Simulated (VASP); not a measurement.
# Fe (P6_3/mmc) in VASP: notebook, part 3 of 3

VASP 6.6.1.

## 5. Electric field gradients, PBE (volume scaled by 0.96)

Contents of INCAR:

```
PREC     = Accurate       # precision mode
ENCUT    = 520            # plane-wave cutoff, eV
EDIFF    = 1E-8           # SCF threshold, eV
ISMEAR   = -1             # smearing method
SIGMA    = 0.08           # smearing width, eV
LREAL    = F              # projectors in reciprocal space
LASPH    = T              # aspherical terms in the spheres
NELM     = 120            # most SCF steps
ALGO     = Normal         # electronic algorithm
ISIF     = 2              # what is computed and relaxed
LWAVE    = F              # write WAVECAR
LCHARG   = F              # write CHGCAR
GGA      = PE             # functional
LEFG     = T            
NBANDS   = 23             # bands
GGA_COMPAT= F
```

Contents of KPOINTS:

```
regular mesh
0
Gamma
  17 17 10
```

Contents of POSCAR:

```
Fe
1.0
    2.4012595311      0.0000000000      0.0000000000
   -1.2006297656      2.0795517550      0.0000000000
    0.0000000000      0.0000000000      3.7900100715
Fe
2
Direct
    0.3333333333      0.6666666667      0.2500000000
    0.6666666667      0.3333333333      0.7500000000
```

Potentials or basis: VASP PAW PBE potentials, release 64 (Fe_sv).

Run with:

```
> cat potpaw_PBE.64/Fe_sv/POTCAR > POTCAR
> mpirun -np 1 vasp_std > vasp.out
```

OUTCAR:

```text
PREC = Accurate
   ENCUT = 520
   EDIFF = 1E-8
   ISMEAR = -1
   LREAL = F
   LASPH = T
   NELM = 120
   ISIF = 2
   GGA = PE

 ion  position               nearest neighbor table
   1  0.333  0.667  0.250-   2 2.35   2 2.35   2 2.35   2 2.35   2 2.35   2 2.35
   2  0.667  0.333  0.750-   1 2.35   1 2.35   1 2.35   1 2.35   1 2.35   1 2.35

  LATTYP: Found a hexagonal cell.
 ALAT       =     2.4012595311
 C/A-ratio  =     1.5783425417

  Lattice vectors:

 A1 = (   2.4012595311,   0.0000000000,   0.0000000000)
 A2 = (  -1.2006297656,   2.0795517550,   0.0000000000)
 A3 = (   0.0000000000,   0.0000000000,   3.7900100715)

Analysis of symmetry for initial positions (statically):
=====================================================================
 Subroutine PRICEL returns:
 Original cell was already a primitive cell.

 Routine SETGRP: Setting up the symmetry group for a
 hexagonal supercell.

 Subroutine GETGRP returns: Found 24 space group operations
 (whereof 12 operations were pure point group operations)
 out of a pool of 24 trial point group operations.

The static configuration has the point symmetry D_3d.
 The point group associated with its full space group is D_6h.

Analysis of symmetry for dynamics (positions and initial velocities):
=====================================================================
 Subroutine PRICEL returns:
 Original cell was already a primitive cell.

 Routine SETGRP: Setting up the symmetry group for a
 hexagonal supercell.

 Subroutine GETGRP returns: Found 24 space group operations
 (whereof 12 operations were pure point group operations)
 out of a pool of 24 trial point group operations.

The dynamic configuration has the point symmetry D_3d.
 The point group associated with its full space group is D_6h.

 Subroutine INISYM returns: Found 24 space group operations
 (whereof 12 operations are pure point group operations),
 and found     1 'primitive' translations

----------------------------------------------------------------------------------------

                                     Primitive cell

  volume of cell :      18.9256

  direct lattice vectors                    reciprocal lattice vectors
     2.401259531  0.000000000  0.000000000     0.416448113  0.240436430  0.000000000
    -1.200629766  2.079551755  0.000000000     0.000000000  0.480872860  0.000000000
     0.000000000  0.000000000  3.790010071     0.000000000  0.000000000  0.263851542

  length of vectors
     2.401259531  2.401259531  3.790010071     0.480872860  0.480872860  0.263851542

  position of ions in fractional coordinates (direct lattice)
     0.333333333  0.666666667  0.250000000
     0.666666667  0.333333333  0.750000000

  ion indices of the primitive-cell ions
   primitive index   ion index
                 1           1
                 2           2

----------------------------------------------------------------------------------------
[... 74 lines left out ...]
   IBRION =     -1    ionic relax: 0-MD 1-quasi-New 2-CG
   NFREE  =      0    steps in history (QN), initial steepest desc. (CG)
   ISIF   =      2    stress and relaxation
   ISYM   =      2    0-nonsym 1-usesym 2-fastsym
   POTIM  = 0.5000    time-step for ionic-motion
   TEBEG  =    0.0;   TEEND  =   0.0 temperature during run
   PSTRESS=    0.0 pullay stress
   NELECT =      32.0000    total number of electrons
   NUPDOWN=      -1.0000    fix difference up-down
   EMIN   =  10.00;   EMAX   =-10.00  energy-range for DOS
   EFERMI =   0.00;   METHOD = LEGACY
   ISMEAR =    -1;   SIGMA  =   0.08  broadening in eV -4-tet -1-fermi 0-gaus
   EFERMI_NEDOS =   21; number of points for ismear=-14 and -15
   IALGO  =     38    algorithm
   IMIX   =      4    mixing-type and parameters
     AMIX     =   0.40;   BMIX     =  1.00
     AMIX_MAG =   1.60;   BMIX_MAG =  1.00
  volume/ion in A,a.u.               =       9.46        63.86
  Fermi-wavevector in a.u.,A,eV,Ry     =   1.950331  3.685592 51.753742  3.803793
  Thomas-Fermi vector in A             =   2.977886
   LORBIT       =      0    0 simple, 1 ext, 2 COOP (PROOUT), +10 PAW based schemes
   GGA     = PE    functional components
   LHFCALC =     F    Hartree Fock is set to
   AEXX    =    0.0000 exact exchange contribution
   IVDW    =     0    specifies the selected vdW correction
   LEPSILON=     F    determine dielectric tensor
   LRPA    =     F    only Hartree local field effects (RPA)
 non-spin polarized calculation
  energy-cutoff  :      520.00
  volume of cell :       18.93
 maximum number of plane-waves:       537
 NGX is ok and might be reduce to    18
   NGX =  9   NGY =  9   NGZ = 15

 number of electron      32.0000028 magnetization

 Free energy of the ion-electron system (eV)
  ---------------------------------------------------
  ext. energy  EPLUGINS =         0.00000000
  ---------------------------------------------------
  free energy    TOTEN  =       -16.47472962 eV

  energy without entropy =      -16.42489522  energy(sigma->0) =      -16.44981242

 E-fermi :  15.3340     XC(G=0): -14.9268

 val. band max:       15.3329817627   @ k =   0.2941   0.0000   0.2000
 cond. band min:      15.3351814462   @ k =   0.2941   0.0000   0.0000
 fundamental gap:      0.0021996835
 Fermi energy:        15.3340292265

 k-point     1 :       0.0000    0.0000    0.0000
  band No.  band energies     occupation
      1     -72.0578      2.00000
      2     -71.8739      2.00000
      3     -38.4686      2.00000
      4     -37.7733      2.00000
      5     -37.7733      2.00000
      6     -37.6496      2.00000
[... 613 lines left out ...]
     22      29.4056      0.00000
     23      30.2683      0.00000

 [... further k-points ...]

------------------------ aborting loop because EDIFF is reached ----------------------------------------

  FORCE on cell =-STRESS in cart. coord.  units (eV):
  Direction    XX          YY          ZZ          XY          YZ          ZX
  --------------------------------------------------------------------------------------
  -------------------------------------------------------------------------------------
  Total        2.4807202      2.4807202      2.7251328     -0.0000000      0.0000000     -0.0000000
  in kB      210.0096099    210.0096099    230.7007765     -0.0000000      0.0000000     -0.0000000
  external PRESSURE =     216.9066654 kB  Pullay stress =       0.0000000 kB

 VOLUME and BASIS-vectors are now :
 -----------------------------------------------------------------------------
  energy-cutoff  :      520.00
  volume of cell :       18.93
      direct lattice vectors                 reciprocal lattice vectors
     2.401259531  0.000000000  0.000000000     0.416448113  0.240436430  0.000000000
    -1.200629766  2.079551755  0.000000000     0.000000000  0.480872860  0.000000000
     0.000000000  0.000000000  3.790010071     0.000000000  0.000000000  0.263851542

 POSITION                                       TOTAL-FORCE (eV/Angst)
 -----------------------------------------------------------------------------------
     -0.00000      1.38637      0.94750        -0.000000      0.000000      0.000000
      1.20063      0.69318      2.84251         0.000000     -0.000000      0.000000
 -----------------------------------------------------------------------------------
    total drift:                               -0.000000      0.000000     -0.000000

  FREE ENERGIE OF THE ION-ELECTRON SYSTEM (eV)
  ---------------------------------------------------
  free  energy   TOTEN  =       -16.4747296198 eV

  energy  without entropy=      -16.4248952247  energy(sigma->0) =      -16.44981242

 Electric field gradients (V/A^2)
---------------------------------------------------------------------
 ion       V_xx      V_yy      V_zz      V_xy      V_xz      V_yz
---------------------------------------------------------------------
   1       2.779     2.768    -5.547    -0.010     0.000    -0.000
   2       2.779     2.768    -5.547    -0.010    -0.000     0.000
---------------------------------------------------------------------

 Electric field gradients after diagonalization (V/A^2)
 (convention: |V_zz| > |V_xx| > |V_yy|)
----------------------------------------------------------------------
 ion       V_xx      V_yy      V_zz     asymmetry (V_yy - V_xx)/ V_zz
----------------------------------------------------------------------
   1       2.785     2.762    -5.547       0.004
   2       2.785     2.762    -5.547       0.004
----------------------------------------------------------------------

           NMR quadrupolar parameters

 Cq : quadrupolar parameter    Cq=e*Q*V_zz/h
 eta: asymmetry parameters     (V_yy - V_xx)/ V_zz
 Q  : nuclear electric quadrupole moment in mb (millibarn)
----------------------------------------------------------------------
 ion       Cq(MHz)       eta       Q (mb)
----------------------------------------------------------------------
   1      -0.013       0.004       1.000
   2      -0.013       0.004       1.000
----------------------------------------------------------------------
```

Wall time 49 s (1 thread of AMD EPYC 9R14 (Zen 4), shared host); peak memory 0.15 GiB.

Results:

| Item | Value |
| --- | --- |
| Free energy | -16.4747 eV |
| Pressure | 21.7 GPa |
| Band gap on the k mesh | zero (band 16 reaches 16.28 eV, above the bottom of band 17 at 14.23 eV) |

Stress tensor (GPa, compression positive):
```
21.00  0.00  0.00
 0.00 21.00  0.00
 0.00  0.00 23.07
```

Levels at points of the mesh, in eV from the Fermi level:
| k point | band 12 | band 13 | band 14 | band 15 | band 16 | band 17 | band 18 | band 19 | band 20 | band 21 |
| --- | --- | --- | --- | --- | --- | --- | --- | --- | --- | --- |
| (0.00, 0.00, 0.00) | -1.86 | -1.70 | -1.33 | -1.33 | -0.95 | -0.95 | 0.48 | 0.80 | 0.80 | 9.56 |
| (0.00, 0.00, 0.50) | -2.31 | -1.99 | -1.99 | -1.99 | -1.99 | 0.37 | 0.37 | 0.37 | 0.37 | 17.93 |

Electric field gradients, principal values (V/Å²):
| atom | least | middle | greatest (by size) |
| --- | --- | --- | --- |
| 1 Fe | 2.762 | 2.785 | -5.547 |
| 2 Fe | 2.762 | 2.785 | -5.547 |

Caveat: without QUAD_EFG the Cq values of the log hold for a quadrupole moment of 1 mb, not for the nuclei; the run has no spin polarisation, though such a crystal can be magnetic. Spin polarisation is off, so any magnetic state and its effect on volume and gap are missing.

## 6. Electric field gradients, PBE (volume scaled by 0.94)

Contents of INCAR:

```
SYSTEM = Fe
ALGO     = Normal         ! electronic algorithm
EDIFF    = 1E-8           ! SCF threshold, eV
ENCUT    = 520            ! plane-wave cutoff, eV
GGA      = PE             ! functional
GGA_COMPAT= .FALSE.      
ISIF     = 2              ! what is computed and relaxed
ISMEAR   = -1             ! smearing method
LASPH    = .TRUE.         ! aspherical terms in the spheres
LCHARG   = .FALSE.        ! write CHGCAR
LEFG     = .TRUE.       
LREAL    = .FALSE.        ! projectors in reciprocal space
LWAVE    = .FALSE.        ! write WAVECAR
NBANDS   = 23             ! bands
NELM     = 120            ! most SCF steps
PREC     = Accurate       ! precision mode
SIGMA    = 0.08           ! smearing width, eV
```

Contents of KPOINTS:

```
k-points
0
G
  17 17 10
  0 0 0
```

Contents of POSCAR:

```
Fe
1.0
    2.3844669570      0.0000000000      0.0000000000
   -1.1922334785      2.0650089592      0.0000000000
    0.0000000000      0.0000000000      3.7635056374
Fe
2
Direct
    0.3333333333      0.6666666667      0.2500000000
    0.6666666667      0.3333333333      0.7500000000
```

Potentials or basis: VASP PAW PBE potentials, release 64 (Fe_sv).

Run with:

```
> cat potpaw_PBE.64/Fe_sv/POTCAR > POTCAR
> mpirun -np 1 vasp_std > vasp.out
```

OUTCAR:

```text
SYSTEM = Fe
   EDIFF = 1E-8
   ENCUT = 520
   GGA = PE
   ISIF = 2
   ISMEAR = -1
   LASPH = .TRUE.
   LREAL = .FALSE.
   NELM = 120
   PREC = Accurate

 ion  position               nearest neighbor table
   1  0.333  0.667  0.250-   2 2.33   2 2.33   2 2.33   2 2.33   2 2.33   2 2.33
   2  0.667  0.333  0.750-   1 2.33   1 2.33   1 2.33   1 2.33   1 2.33   1 2.33

  LATTYP: Found a hexagonal cell.
 ALAT       =     2.3844669570
 C/A-ratio  =     1.5783425417

  Lattice vectors:

 A1 = (   2.3844669570,   0.0000000000,   0.0000000000)
 A2 = (  -1.1922334785,   2.0650089592,   0.0000000000)
[... 839 lines left out ...]
  free  energy   TOTEN  =       -16.4012328051 eV

  energy  without entropy=      -16.3528073367  energy(sigma->0) =      -16.37702007

 Electric field gradients (V/A^2)
---------------------------------------------------------------------
 ion       V_xx      V_yy      V_zz      V_xy      V_xz      V_yz
---------------------------------------------------------------------
   1       2.857     2.848    -5.705    -0.007     0.000    -0.000
   2       2.857     2.848    -5.705    -0.007    -0.000     0.000
---------------------------------------------------------------------

 Electric field gradients after diagonalization (V/A^2)
 (convention: |V_zz| > |V_xx| > |V_yy|)
----------------------------------------------------------------------
 ion       V_xx      V_yy      V_zz     asymmetry (V_yy - V_xx)/ V_zz
----------------------------------------------------------------------
   1       2.861     2.844    -5.705       0.003
   2       2.861     2.844    -5.705       0.003
----------------------------------------------------------------------

           NMR quadrupolar parameters

 Cq : quadrupolar parameter    Cq=e*Q*V_zz/h
 eta: asymmetry parameters     (V_yy - V_xx)/ V_zz
 Q  : nuclear electric quadrupole moment in mb (millibarn)
----------------------------------------------------------------------
 ion       Cq(MHz)       eta       Q (mb)
----------------------------------------------------------------------
   1      -0.014       0.003       1.000
   2      -0.014       0.003       1.000
----------------------------------------------------------------------
```

OSZICAR:

```text
N       E                     dE             d eps       ncg     rms          rms(c)
DAV:   1     0.648716403077E+03    0.64872E+03   -0.19809E+04  9267   0.247E+03
DAV:   2     0.222493778837E+02   -0.62647E+03   -0.60652E+03  9122   0.810E+02
DAV:   3    -0.183519532970E+02   -0.40601E+02   -0.39539E+02 10306   0.256E+02
DAV:   4    -0.193783907840E+02   -0.10264E+01   -0.10255E+01 10920   0.515E+01
DAV:   5    -0.194160470465E+02   -0.37656E-01   -0.37656E-01 10508   0.946E+00    0.195E+01
DAV:   6    -0.166984505165E+02    0.27176E+01   -0.15688E+01  9579   0.799E+01    0.547E+00
DAV:   7    -0.164292228465E+02    0.26923E+00   -0.16485E+00 10424   0.281E+01    0.119E+00
DAV:   8    -0.164070113103E+02    0.22212E-01   -0.33681E-02 12123   0.307E+00    0.527E-01
DAV:   9    -0.164012488546E+02    0.57625E-02   -0.10937E-02 10620   0.230E+00    0.103E-01
DAV:  10    -0.164012256874E+02    0.23167E-04   -0.35666E-04 11104   0.341E-01    0.478E-02
DAV:  11    -0.164012332315E+02   -0.75442E-05   -0.26874E-05 11949   0.805E-02    0.125E-02
DAV:  12    -0.164012328768E+02    0.35474E-06   -0.71451E-06 10921   0.517E-02    0.291E-03
DAV:  13    -0.164012328094E+02    0.67356E-07   -0.30593E-07 10945   0.996E-03    0.696E-04
DAV:  14    -0.164012328051E+02    0.42819E-08   -0.11108E-08  7289   0.151E-03
   1 F= -.16401233E+02 E0= -.16377020E+02  d E =-.484255E-01
```

Run time: 65 s. Hardware: 1 thread of Intel Xeon Platinum 8259CL at 2.50GHz (Skylake/Cascade Lake), shared host; peak memory 0.17 GiB.

What came out:

| Quantity | Value |
| --- | --- |
| Free energy | -16.4012 eV |
| Pressure | 30.4 GPa |
| Band gap on the k mesh | zero (band 16 reaches 16.72 eV, above the bottom of band 17 at 14.60 eV) |

Stress tensor (GPa, compression positive):
```
29.62  0.00  0.00
 0.00 29.62  0.00
 0.00  0.00 32.10
```

Electric field gradients, principal values (V/Å²):
```tsv
atom	least	middle	greatest (by size)
1 Fe	2.844	2.861	-5.705
2 Fe	2.844	2.861	-5.705
```

Caveat: without QUAD_EFG the Cq values of the log hold for a quadrupole moment of 1 mb, not for the nuclei; the run has no spin polarisation, though such a crystal can be magnetic.

## 7. Summary

| potentials or basis | cell | second run | gap on the mesh (eV) | pressure (GPa) |
| --- | --- | --- | --- | --- |
| VASP PAW PBE potentials, release 64 (Fe) | a = 2.434, b = 2.434, c = 3.880 Å, angles 90.0, 90.0, 120.0°, 2 atoms | - | none | 6.8 |
| VASP PAW PBE potentials, release 64 (Fe) | a = 2.434, b = 2.434, c = 3.919 Å, angles 90.0, 90.0, 120.0°, 2 atoms | - | none | 3.8 |
| VASP PAW PBE potentials, release 64 (Fe_sv) | a = 2.401, b = 2.401, c = 3.790 Å, angles 90.0, 90.0, 120.0°, 2 atoms | valence_matched | none | 21.7 |
| VASP PAW PBE potentials, release 64 (Fe_sv) | a = 2.384, b = 2.384, c = 3.764 Å, angles 90.0, 90.0, 120.0°, 2 atoms | valence_matched | none | 30.4 |

Alike in all rows: task electric field gradients; level PBE; no spin polarisation; k mesh 17 × 17 × 10; cutoff (eV) 520; smearing fermi-dirac 0.08 eV.

Caveats: the run has no spin polarisation, though such a crystal can be magnetic.

Total energies depend on the potentials used, so only differences within one code and one set of settings carry meaning.
